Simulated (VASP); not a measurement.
# Tl (P6_3/mmc) in VASP: a series of runs

Runs on Tl. Level: PBEsol. Tasks: relaxation of cell and atoms.

Program: VASP 6.6.1. These are calculated values, not measurements. Logs are shortened: lines on timing, memory, paths and dates and some standing lists are left out, and cuts for length are marked.

## (1) The cell of the first run

Symmetry: P6_3/mmc, No. 194, hexagonal system. Conventional cell: a = 3.073 Å, b = 3.073 Å, c = 4.978 Å, α = 90.00°, β = 90.00°, γ = 120.00°. Within 4.0 Å of Tl (site symmetry -6m2) lie 12 Tl at 3.06 to 3.07 Å.

## (2) Relaxation of cell and atoms, PBEsol, target pressure 31 GPa, at which the enthalpy is minimised

The input, INCAR:

```
SYSTEM = Tl
PREC = Accurate ; ENCUT = 600
EDIFF = 1E-6 ; ISMEAR = -1
SIGMA = 0.1 ; LREAL = .FALSE.
LASPH = .TRUE. ; NELM = 60
ALGO = Normal ; ISIF = 3
LWAVE = .FALSE. ; LCHARG = .FALSE.
GGA = PS ; IBRION = 2
NSW = 60 ; EDIFFG = -0.005
PSTRESS = 310.0
```

The input, KPOINTS:

```
Automatic mesh
0
G
  14 14 8
  0 0 0
```

The input, POSCAR:

```
Tl
1.0
    3.0731216484      0.0000000000      0.0000000000
   -1.5365608242      2.6614014164      0.0000000000
    0.0000000000      0.0000000000      4.9784570703
Tl
2
Direct
    0.3333333333      0.6666666667      0.2500000000
    0.6666666667      0.3333333333      0.7500000000
```

Potentials or basis: VASP PAW PBE potentials, release 64 (Tl_d).

Command:

```
$ cat potpaw_PBE.64/Tl_d/POTCAR > POTCAR
$ mpirun -np 1 vasp_std > vasp.out
```

OUTCAR:

```text
SYSTEM = Tl
   PREC = Accurate
   ENCUT = 600
   EDIFF = 1E-6
   ISMEAR = -1
   LREAL = .FALSE.
   LASPH = .TRUE.
   NELM = 60
   ISIF = 3
   GGA = PS
   IBRION = 2
   NSW = 60
   EDIFFG = -0.005
   PSTRESS = 310.0

 ion  position               nearest neighbor table
   1  0.333  0.667  0.250-   2 3.06   2 3.06   2 3.06   2 3.06   2 3.06   2 3.06
   2  0.667  0.333  0.750-   1 3.06   1 3.06   1 3.06   1 3.06   1 3.06   1 3.06

  LATTYP: Found a hexagonal cell.
 ALAT       =     3.0731216484
 C/A-ratio  =     1.6200000000

  Lattice vectors:

 A1 = (   3.0731216484,   0.0000000000,   0.0000000000)
 A2 = (  -1.5365608242,   2.6614014164,   0.0000000000)
 A3 = (   0.0000000000,   0.0000000000,   4.9784570703)

Analysis of symmetry for initial positions (statically):
=====================================================================
 Subroutine PRICEL returns:
 Original cell was already a primitive cell.

 Routine SETGRP: Setting up the symmetry group for a
 hexagonal supercell.

 Subroutine GETGRP returns: Found 24 space group operations
 (whereof 12 operations were pure point group operations)
 out of a pool of 24 trial point group operations.

The static configuration has the point symmetry D_3d.
 The point group associated with its full space group is D_6h.

Analysis of symmetry for dynamics (positions and initial velocities):
=====================================================================
 Subroutine PRICEL returns:
 Original cell was already a primitive cell.

 Routine SETGRP: Setting up the symmetry group for a
 hexagonal supercell.

 Subroutine GETGRP returns: Found 24 space group operations
 (whereof 12 operations were pure point group operations)
 out of a pool of 24 trial point group operations.

The dynamic configuration has the point symmetry D_3d.
 The point group associated with its full space group is D_6h.

 Subroutine INISYM returns: Found 24 space group operations
 (whereof 12 operations are pure point group operations),
 and found     1 'primitive' translations

----------------------------------------------------------------------------------------

                                     Primitive cell

  volume of cell :      40.7179

  direct lattice vectors                    reciprocal lattice vectors
     3.073121648  0.000000000  0.000000000     0.325402023  0.187870945  0.000000000
    -1.536560824  2.661401416  0.000000000     0.000000000  0.375741891  0.000000000
     0.000000000  0.000000000  4.978457070     0.000000000  0.000000000  0.200865446

  length of vectors
     3.073121648  3.073121648  4.978457070     0.375741891  0.375741891  0.200865446

  position of ions in fractional coordinates (direct lattice)
     0.333333333  0.666666667  0.250000000
     0.666666667  0.333333333  0.750000000

  ion indices of the primitive-cell ions
   primitive index   ion index
                 1           1
                 2           2

----------------------------------------------------------------------------------------

 KPOINTS: Automatic mesh

Automatic generation of k-mesh.
 Grid dimensions read from file:
 generate k-points for:   14   14    8

 Generating k-lattice:

  Cartesian coordinates                     Fractional coordinates (reciprocal lattice)
     0.023243002  0.013419353  0.000000000     0.071428571  0.000000000  0.000000000
     0.000000000  0.026838706  0.000000000     0.000000000  0.071428571  0.000000000
     0.000000000  0.000000000  0.025108181     0.000000000  0.000000000  0.125000000

  Length of vectors
     0.026838706  0.026838706  0.025108181

  Shift w.r.t. Gamma in fractional coordinates (k-lattice)
     0.000000000  0.000000000  0.000000000

 Subroutine IBZKPT returns following result:
 ===========================================

 Found    120 irreducible k-points:

 Following reciprocal coordinates:
            Coordinates               Weight
  0.000000  0.000000  0.000000      1.000000
  0.071429  0.000000  0.000000      6.000000
  0.142857  0.000000  0.000000      6.000000
  0.214286  0.000000  0.000000      6.000000
  0.285714  0.000000  0.000000      6.000000
  0.357143 -0.000000  0.000000      6.000000
[... 16 lines left out ...]
  0.285714  0.285714  0.000000      6.000000
  0.357143  0.285714  0.000000      6.000000
 [... further k-points ...]
   k-points           NKPTS =    120   k-points in BZ     NKDIM =    120   number of bands    NBANDS=     17
   number of dos      NEDOS =    301   number of ions     NIONS =      2
   total plane-waves  NPLWV =  31360
   dimension x,y,z NGX =    28 NGY =   28 NGZ =   40
   dimension x,y,z NGXF=    56 NGYF=   56 NGZF=   80
   ions per type =               2
   NGX,Y,Z   is equivalent  to a cutoff of  15.15, 15.15, 13.36 a.u.
   NGXF,Y,Z  is equivalent  to a cutoff of  30.29, 30.29, 26.71 a.u.
 SYSTEM =  Tl
   PREC   = accura    normal or accurate (medium, high low for compatibility)
   ISTART =      0    job   : 0-new  1-cont  2-samecut
   ICHARG =      2    charge: 1-file 2-atom 10-const
   ISPIN  =      1    spin polarized calculation?
   LNONCOLLINEAR =      F non collinear calculations
   LSORBIT =      F    spin-orbit coupling
   LASPH  =      T    aspherical Exc in radial PAW
   ENCUT  =  600.0 eV  44.10 Ry    6.64 a.u.   6.14  6.14  9.94*2*pi/ulx,y,z
   NELM   =     60;   NELMIN=  2; NELMDL= -5     # of ELM steps
   EDIFF  = 0.1E-05   stopping-criterion for ELM
   LREAL  =      F    real-space projection
   EDIFFG = -.5E-02   stopping-criterion for IOM
   NSW    =     60    number of steps for IOM
   IBRION =      2    ionic relax: 0-MD 1-quasi-New 2-CG
   NFREE  =      1    steps in history (QN), initial steepest desc. (CG)
   ISIF   =      3    stress and relaxation
   ISYM   =      2    0-nonsym 1-usesym 2-fastsym
   POTIM  = 0.5000    time-step for ionic-motion
   TEBEG  =    0.0;   TEEND  =   0.0 temperature during run
   PSTRESS=  310.0 pullay stress
   NELECT =      26.0000    total number of electrons
   NUPDOWN=      -1.0000    fix difference up-down
   EMIN   =  10.00;   EMAX   =-10.00  energy-range for DOS
   EFERMI =   0.00;   METHOD = LEGACY
   ISMEAR =    -1;   SIGMA  =   0.10  broadening in eV -4-tet -1-fermi 0-gaus
   EFERMI_NEDOS =   21; number of points for ismear=-14 and -15
   IALGO  =     38    algorithm
   IMIX   =      4    mixing-type and parameters
     AMIX     =   0.40;   BMIX     =  1.00
     AMIX_MAG =   1.60;   BMIX_MAG =  1.00
  volume/ion in A,a.u.               =      20.36       137.39
  Fermi-wavevector in a.u.,A,eV,Ry     =   1.409736  2.664014 27.039596  1.987354
  Thomas-Fermi vector in A             =   2.531761
   LORBIT       =      0    0 simple, 1 ext, 2 COOP (PROOUT), +10 PAW based schemes
   GGA     = PS    functional components
   LHFCALC =     F    Hartree Fock is set to
   AEXX    =    0.0000 exact exchange contribution
   IVDW    =     0    specifies the selected vdW correction
   LEPSILON=     F    determine dielectric tensor
   LRPA    =     F    only Hartree local field effects (RPA)
 conjugate gradient relaxation of ions
 non-spin polarized calculation
  energy-cutoff  :      600.00
  volume of cell :       40.72
 maximum number of plane-waves:      1384
 NGX is ok and might be reduce to    28
   NGX = 13   NGY = 13   NGZ = 19

--------------------------------------- Ionic step        1  -------------------------------------------

 number of electron      25.9999999 magnetization

 Free energy of the ion-electron system (eV)
  ---------------------------------------------------
  ext. energy  EPLUGINS =         0.00000000
  ---------------------------------------------------
  free energy    TOTEN  =        -4.15283330 eV

  energy without entropy =       -4.13069052  energy(sigma->0) =       -4.14176191

------------------------ aborting loop because EDIFF is reached ----------------------------------------

  FORCE on cell =-STRESS in cart. coord.  units (eV):
  Direction    XX          YY          ZZ          XY          YZ          ZX
  --------------------------------------------------------------------------------------
  -------------------------------------------------------------------------------------
  Total        7.8173907      7.8173907      8.1591569      0.0000000     -0.0000000      0.0000000
  in kB      307.6008267    307.6008267    321.0487374      0.0000000     -0.0000000      0.0000000
  external PRESSURE =       2.0834636 kB  Pullay stress =     310.0000000 kB

 VOLUME and BASIS-vectors are now :
 -----------------------------------------------------------------------------
  energy-cutoff  :      600.00
  volume of cell :       40.72
      direct lattice vectors                 reciprocal lattice vectors
     3.073121648  0.000000000  0.000000000     0.325402023  0.187870945  0.000000000
    -1.536560824  2.661401416  0.000000000     0.000000000  0.375741891  0.000000000
     0.000000000  0.000000000  4.978457070     0.000000000  0.000000000  0.200865446
[... 198 lines left out ...]
  FREE ENERGIE OF THE ION-ELECTRON SYSTEM (eV)
  ---------------------------------------------------
  free  energy   TOTEN  =        -4.1606542864 eV

  energy  without entropy=       -4.1391046553  energy(sigma->0) =       -4.14987947

  enthalpy is  TOTEN    =         3.7236020846 eV   P V=        7.8842563710

--------------------------------------- Ionic step        7  -------------------------------------------

 number of electron      26.0000003 magnetization

 Free energy of the ion-electron system (eV)
  ---------------------------------------------------
  ext. energy  EPLUGINS =         0.00000000
  ---------------------------------------------------
  free energy    TOTEN  =        -4.16306555 eV

  energy without entropy =       -4.14148657  energy(sigma->0) =       -4.15227606

 E-fermi :  10.8737     XC(G=0): -12.1716

 val. band max:       10.7946948634   @ k =   0.2143   0.2143   0.2500
 cond. band min:      10.8887038329   @ k =   0.5000   0.0000   0.0000
 fundamental gap:      0.0940089696
 Fermi energy:        10.8737252576

 k-point     1 :       0.0000    0.0000    0.0000
  band No.  band energies     occupation
      1      -2.3897      2.00000
      2      -2.2201      2.00000
      3      -1.6533      2.00000
      4      -1.5572      2.00000
      5      -1.5572      2.00000
      6      -1.4347      2.00000
[... 9 lines left out ...]
     16      21.6205      0.00000
     17      22.6305      0.00000
[... 441 lines left out ...]
 k-point    24 :       0.3571    0.2857    0.0000
  band No.  band energies     occupation
      1      -2.1604      2.00000
      2      -1.7970      2.00000
      3      -1.6977      2.00000
      4      -1.5179      2.00000
      5      -1.4237      2.00000
      6      -1.3519      2.00000
[... 9 lines left out ...]
     16      13.9498      0.00000
     17      14.7937      0.00000

 [... further k-points ...]
[... 5 lines left out ...]
  --------------------------------------------------------------------------------------
  -------------------------------------------------------------------------------------
  Total        7.8841972      7.8841972      7.8815438      0.0000000      0.0000000      0.0000000
  in kB      309.9030742    309.9030742    309.7987779      0.0000000      0.0000000      0.0000000
  external PRESSURE =      -0.1316912 kB  Pullay stress =     310.0000000 kB

 VOLUME and BASIS-vectors are now :
 -----------------------------------------------------------------------------
  energy-cutoff  :      600.00
  volume of cell :       40.76
      direct lattice vectors                 reciprocal lattice vectors
     3.057410988  0.000000000  0.000000000     0.327074117  0.188836330  0.000000000
    -1.528705494  2.647795585  0.000000000     0.000000000  0.377672659  0.000000000
    -0.000000000 -0.000000000  5.035051279     0.000000000 -0.000000000  0.198607709

 POSITION                                       TOTAL-FORCE (eV/Angst)
 -----------------------------------------------------------------------------------
     -0.00000      1.76520      1.25876         0.000000     -0.000000      0.000000
      1.52871      0.88260      3.77629        -0.000000      0.000000      0.000000
 -----------------------------------------------------------------------------------
    total drift:                               -0.000000      0.000000     -0.000000

  FREE ENERGIE OF THE ION-ELECTRON SYSTEM (eV)
  ---------------------------------------------------
  free  energy   TOTEN  =        -4.1630655488 eV

  energy  without entropy=       -4.1414865686  energy(sigma->0) =       -4.15227606

  enthalpy is  TOTEN    =         3.7235974785 eV   P V=        7.8866630273

 reached required accuracy - stopping structural energy minimisation
```

It took 2.4 min on 1 thread of Intel Xeon 6975P-C (Granite Rapids), shared host; peak memory 0.24 GiB.

What came out:

```
Free energy                                                : -4.1631 eV
Relaxed volume                                             : 20.38 Å³/atom
Relaxed cell                                               : a = 3.057 Å, b = 3.057 Å, c = 5.035 Å, α = 90.00°, β = 90.00°, γ = 120.00°
Space group after relaxing (to 0.1 Å)                      : P6_3/mmc (No. 194)
Energy change on relaxing (the run minimises the enthalpy) : -5.1 meV/atom
Ionic steps                                                : 7
Pressure after relaxing                                    : 31.0 GPa
Band gap on the k mesh                                     : zero (bands 13 and 14 overlap by 8.00 eV)
```

The path:
```csv
step,energy change (eV),largest force (eV/Å),pressure (GPa),volume (Å³)
1,0.0000,0.0000,31.21,40.72
2,-0.0313,0.0000,30.52,40.87
3,-0.0397,0.0000,30.31,40.92
4,-0.0141,0.0000,30.93,40.78
5,-0.0120,0.0000,30.93,40.77
6,-0.0078,0.0000,31.06,40.75
7,-0.0102,0.0000,30.99,40.76
```

Final structure:
```yaml
crystal:
  lattice:
    - [3.05741, 0.00000, 0.00000]
    - [-1.52871, 2.64780, 0.00000]
    - [0.00000, 0.00000, 5.03505]
  atoms:
    - { symbol: Tl, position: [0.33333, 0.66667, 0.25000] }
    - { symbol: Tl, position: [0.66667, 0.33333, 0.75000] }
```

Caveat: the cell is relaxed towards a set pressure, so the run minimises the enthalpy, not the energy; the PAW data sets were made with another functional, which shifts forces and pressure a little; spin-orbit coupling is left out, which moves the levels of the heavy elements.

## (3) Relaxation of cell and atoms, PBEsol, target pressure 31 GPa, at which the enthalpy is minimised

The input, INCAR:

```
PREC = Accurate ; ENCUT = 600
EDIFF = 1E-7 ; ISMEAR = -1
SIGMA = 0.1 ; LREAL = False
LASPH = True ; NELM = 60
ALGO = Normal ; ISIF = 3
LWAVE = False ; LCHARG = False
GGA = PS ; IBRION = 2
NSW = 32 ; EDIFFG = -0.005
PSTRESS = 310.0
```

The input, KPOINTS:

```
Automatic mesh
0
Gamma
  14 14 8
```

The input, POSCAR:

```
Tl
1.0
    3.0573925362      0.0000000000      0.0000000000
   -1.5286962681      2.6477796056      0.0000000000
    0.0000000000      0.0000000000      5.0342794349
Tl
2
Direct
    0.3333333333      0.6666666667      0.2500000000
    0.6666666667      0.3333333333      0.7500000000
```

Potentials or basis: VASP PAW PBE potentials, release 64 (Tl_d).

Command:

```
$ cat potpaw_PBE.64/Tl_d/POTCAR > POTCAR
$ mpirun -np 1 vasp_std > vasp.out
```

Wall time 23 s (1 thread of Intel Xeon 6975P-C (Granite Rapids), shared host); peak memory 0.22 GiB.

It converged, with:

* Free energy: -4.1618 eV
* Pressure after relaxing: 31.0 GPa
* Band gap on the k mesh: zero (bands 13 and 14 overlap by 8.00 eV)

Final structure:
```
Tl
1.0
     3.05739    0.00000    0.00000
    -1.52870    2.64778    0.00000
     0.00000    0.00000    5.03428
Tl
2
Cartesian
  0.0000 1.7652 1.2586
  1.5287 0.8826 3.7757
```

Levels at points of the mesh, in eV from the Fermi level:
| k point | band 11 | band 12 | band 13 | band 14 | band 15 | band 16 |
| --- | --- | --- | --- | --- | --- | --- |
| (0.00, 0.00, 0.00) | -11.40 | -5.35 | -4.86 | 10.68 | 10.75 | 10.75 |
| (0.50, 0.00, 0.00) | -6.09 | -5.68 | -0.21 | 0.02 | 1.17 | 4.51 |
| (0.00, 0.00, 0.50) | -10.97 | -10.97 | 3.91 | 3.91 | 10.86 | 10.86 |
| (0.50, 0.00, 0.50) | -4.69 | -4.69 | -3.59 | -3.59 | 6.94 | 6.94 |

Caveat: the cell is relaxed towards a set pressure, so the run minimises the enthalpy, not the energy; the PAW data sets were made with another functional, which shifts forces and pressure a little; spin-orbit coupling is left out, which moves the levels of the heavy elements.

The gap in the log of VASP goes by the Fermi energy; the results here count the filled bands.